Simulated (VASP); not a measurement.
Here is a VASP 6.6.1 calculation.

File INCAR:

```
SYSTEM = Mo6C
  ALGO = Fast
  DIPOL = 0.5 0.5 0.336
  EDIFF = 1E-6
  EDIFFG = -0.025
  ENCUT = 520
  GGA = PE
  IBRION = 2
  IDIPOL = 3
  ISIF = 2
  ISMEAR = 0
  LASPH = .True.
  LCHARG = .False.
  LDIPOL = .True.
  LREAL = .False.
  LWAVE = .False.
  NELM = 80
  NSW = 36
  PREC = Accurate
  SIGMA = 0.1
```

KPOINTS

```
k-points
0
Gamma
  6 6 1
  0 0 0
```

File POSCAR:

```
Mo6C
1.0
    4.4695765307      0.0000000000      0.0000000000
   -2.2347882654      3.8707668198      0.0000000000
    0.0000000000      0.0000000000     19.7595667350
Mo C
6 1
Selective dynamics
Direct
    0.6666666667      0.3333333333      0.2024335884  F F F
    0.3333333333      0.6666666667      0.2486060831  F F F
    0.0000000000      0.0000000000      0.2947785777  F F F
    0.6666666667      0.3333333333      0.3368821116  F F F
    0.3333333333      0.6666666667      0.3779725564  F F F
    0.0000000000      0.0000000000      0.4180034333  F F F
    0.3333333333      0.6666666667      0.4710133934  F F T
```

Potentials or basis: VASP PAW PBE potentials, release 64 (Mo_sv, C).

Launch:

```bash
$ cat potpaw_PBE.64/Mo_sv/POTCAR potpaw_PBE.64/C/POTCAR > POTCAR
$ mpirun -np 1 vasp_std > vasp.out
```

(1) Estimate the band gap on the k mesh.

(2) Estimate the energy gained by relaxing.

Results:

(1) zero (bands 44 and 45 overlap by 0.04 eV).

(2) 0.1 meV/atom.
